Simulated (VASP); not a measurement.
Runs of VASP 6.6.1 on ZnSe. The structure is that of space group I-4m2 (No. 119), or close to it. The cells are those of the table. 

```csv
cell,gap on the mesh (eV),pressure (GPa)
"a = 3.799, b = 4.126 Å, angles 57.1, 65.8, 57.1°, 2 atoms",(a),2.7
"a = 3.766, b = 3.987 Å, angles 58.0, 63.9, 58.0°, 2 atoms",1.37,(c)
"a = 3.745, b = 4.068 Å, angles 57.1, 65.8, 57.1°, 2 atoms",1.25,6.6
"a = 3.848, b = 3.963 Å, angles 59.0, 62.0, 59.0°, 2 atoms",1.31,3.5
"a = 3.794, b = 3.907 Å, angles 59.0, 62.0, 59.0°, 2 atoms",(b),7.6
```

Alike in all rows: task single point; level LDA; potentials or basis VASP PAW LDA potentials, release 64 (Zn, Se); no spin polarisation; k mesh 10 × 10 × 10; cutoff (eV) 520; smearing gaussian 0.05 eV.

Task: Estimate the missing entries.

Result: (a) 1.06; (b) 1.50; (c) 7.2.

Caveats: the cell stands under pressure (at least some runs).

A k mesh can miss the band edges, and the runs leave out spin-orbit coupling on Se.
